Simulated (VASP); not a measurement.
Here is a VASP 6.6.1 calculation.

INCAR

```
PREC = Accurate
ENCUT = 600
EDIFF = 1E-7
ISMEAR = -1
SIGMA = 0.1
LREAL = F
LASPH = T
NELM = 100
ALGO = Normal
ISIF = 3
LWAVE = F
LCHARG = F
GGA = CA
IBRION = 2
NSW = 100
EDIFFG = -0.002
PSTRESS = 40.0
```

The input KPOINTS:

```
regular mesh
0
Gamma
  24 24 24
```

File POSCAR:

```
Pd
1.0
    0.0000000000      1.9208712848      1.9208712848
    1.9208712848      0.0000000000      1.9208712848
    1.9208712848      1.9208712848      0.0000000000
Pd
1
Direct
    0.0000000000      0.0000000000      0.0000000000
```

Potentials or basis: VASP PAW LDA potentials, release 64 (Pd).

Run with:

```bash
$ cat potpaw_LDA.64/Pd/POTCAR > POTCAR
$ mpirun -np 1 vasp_std > vasp.out
```

Q: Predict the relaxed volume.

A: 13.95 Å³/atom.

Q: Predict the space group after relaxing (to 0.05 Å).

A: Fm-3m (No. 225).

Q: Predict the band gap on the k mesh.

A: Zero (band 5 reaches 10.92 eV, above the bottom of band 6 at 9.17 eV).

Q: What does it give for the relaxed cell?

A: a = 2.702 Å, b = 2.702 Å, c = 2.702 Å, α = 60.00°, β = 60.00°, γ = 60.00°.

Final structure:
```yaml
crystal:
  lattice:
    - [0.00000, 1.91063, 1.91063]
    - [1.91063, 0.00000, 1.91063]
    - [1.91063, 1.91063, 0.00000]
  atoms:
    - { symbol: Pd, position: [0.00000, 0.00000, 0.00000] }
```

Caveat: the cell is relaxed towards a set pressure, so the enthalpy falls and the energy may rise. LDA usually gives volumes a few per cent too small.
